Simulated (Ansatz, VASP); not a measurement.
# One calculation of MgO2, two programs

```xyz
3
Lattice="1.6048 0.9265 3.4416 -1.6048 0.9265 3.4416 0.0000 -1.8530 3.4416" Properties=species:S:1:pos:R:3 pbc="T T T"
Mg    0.0000    0.0000    0.0000
O     0.0000    0.0000    4.4271
O     0.0000    0.0000    5.8976
```

Change from the starting cell: strain +0.000 along x and y, -0.015 along z, atoms carried along.

Alike in both runs: task single point; functional PBEsol; k mesh 12 × 12 × 12; occupations gaussian, width 0.05 eV; no spin polarisation.

```csv
,VASP,Ansatz
version,VASP 6.6.1,Ansatz 0.2.0
potentials or method,"VASP PAW PBE potentials, release 64 (Mg, O), cutoff 520 eV","scalar-relativistic, plane waves, PAW"
valence electrons in the cell,14,22
```

|  | VASP | Ansatz | Ansatz less VASP |
| --- | --- | --- | --- |
| gap on the k mesh at the Fermi level (eV) | 2.52 | 2.55 | +0.029 |
| least direct gap on the mesh (eV) | 2.52 | 2.55 | +0.029 |
| pressure (GPa) | -2.2 | -2.1 | +0.11 |
| traceless stress, the component that is largest in VASP (GPa) | 3.92 | 2.72 | -1.199 |
| rms of the force components (eV/Å) | 0.149 | 0.052 | -0.0975 |

VASP's potentials were made for PBE, not for PBEsol. Atom by atom the forces differ by 0.097 eV/Å (rms over components). VASP's potentials hold 14 valence electrons a cell and Ansatz's 22, so a difference there can come from the potentials and not from the codes.
